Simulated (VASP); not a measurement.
## C: single point with PBE

C:

```
CELL_PARAMETERS angstrom
2.47166 0.00000 0.00000
-1.23583 2.14052 0.00000
0.00000 0.00000 8.23710
ATOMIC_POSITIONS crystal
C 0.66667 0.33333 0.84431
C 0.33333 0.66667 0.34431
C 0.66667 0.33333 0.65569
C 0.33333 0.66667 0.15569
C 0.00000 0.00000 0.90710
C 0.00000 0.00000 0.40710
C 0.00000 0.00000 0.59290
C 0.00000 0.00000 0.09290
```

```json
{
  "Program": "VASP 6.6.1",
  "Task": "single point",
  "Functional": "PBE",
  "Potentials or basis": "VASP PAW PBE potentials, release 64 (C)",
  "Cutoff": "520 eV",
  "k mesh": "10 × 10 × 3",
  "Occupations": "fermi-dirac, width 0.05 eV",
  "Spin": "no spin polarisation",
  "Dipole correction": "no",
  "Further INCAR settings": "ALGO = Normal; EDIFF = 1e-07; NBANDS = 26"
}
```

```json
{"Pressure": "22.2 GPa", "Largest force": "0.010 eV/Å", "Band gap on the k mesh": "4.72 eV (least direct gap 5.33 eV)"}
```

Forces in eV/Å, atoms in the order of the input:
```
C    0.000  0.000 -0.010
C    0.000  0.000 -0.010
C    0.000  0.000  0.010
C    0.000  0.000  0.010
C    0.000  0.000  0.002
C    0.000  0.000  0.002
C    0.000  0.000 -0.002
C    0.000  0.000 -0.002
```

Stress tensor (GPa, compression positive):
```
26.78  0.00  0.00
 0.00 26.78  0.00
 0.00  0.00 13.11
```

Levels at points of the mesh, in eV from the valence-band top:
| k point | band 12 | band 13 | band 14 | band 15 | band 16 | band 17 | band 18 | band 19 | band 20 | band 21 |
| --- | --- | --- | --- | --- | --- | --- | --- | --- | --- | --- |
| (0.00, 0.00, 0.00) | -1.74 | -1.74 | -0.29 | 0.00 | 0.00 | 5.33 | 5.48 | 5.48 | 7.32 | 7.32 |
| (0.50, 0.00, 0.00) | -5.20 | -5.11 | -4.92 | -3.88 | -3.12 | 4.84 | 5.54 | 6.20 | 6.21 | 6.70 |

Run time: 13 s on 1 thread of AMD EPYC 9R45 (Zen 5) (shared host), peak memory 0.12 GiB.

Caveat: the cell stands under pressure; an odd mesh through Γ misses points on the zone boundary, where band edges can lie.
